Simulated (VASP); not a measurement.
Set up this calculation in VASP 6.6.1, as the native input.

* Task: single point
* Functional: PBE
* Potentials or basis: VASP PAW PBE potentials, release 64 (Ga_d, N)
* Cutoff: 520 eV
* k mesh: 12 × 12 × 6
* Occupations: fermi-dirac, width 0.02 eV
* Spin: no spin polarisation
* Dipole correction: no
* Further INCAR settings: ALGO = Normal; EDIFF = 1e-06; NBANDS = 26

The structure of GaN lies in POSCAR:

```
GaN
1.0
    3.1831494095      0.0159157471      0.0000000000
   -1.5777912635      2.7487303791      0.0000000000
    0.0000000000      0.0000000000      5.1836254585
Ga N
2 2
Direct
    0.3326496150      0.6666571734     -0.0008867939
    0.6673503850      0.3333428266      0.4991132061
    0.3317803532      0.6666978161      0.3758867939
    0.6682196468      0.3333021839      0.8758867939
```

This cell differs from its parent crystal: shear xy strain +1.0%.

The input as run:

INCAR

```
  PREC = Accurate
  ENCUT = 520
  EDIFF = 1E-6
  ISMEAR = -1
  SIGMA = 0.02
  LREAL = F
  LASPH = T
  NELM = 80
  ALGO = Normal
  ISIF = 2
  LWAVE = F
  LCHARG = F
  GGA = PE
  NBANDS = 26
```

KPOINTS

```
regular mesh
0
Gamma
  12 12 6
```

Potentials or basis: VASP PAW PBE potentials, release 64 (Ga_d, N).

Run with:

```console
$ cat potpaw_PBE.64/Ga_d/POTCAR potpaw_PBE.64/N/POTCAR > POTCAR
$ mpirun -np 1 vasp_std > vasp.out
```

It gave:

| Item | Value |
| --- | --- |
| Pressure | 6.3 GPa |
| Largest force | 0.006 eV/Å |
| Band gap on the k mesh | 1.91 eV |

Caveat: the cell differs from its parent crystal (shear xy strain +1.0%); the cell stands under pressure.

It took 96 s on 1 thread of Intel(R) Xeon(R) 6975P-C (Granite Rapids), on a shared host, peak memory 0.38 GiB.
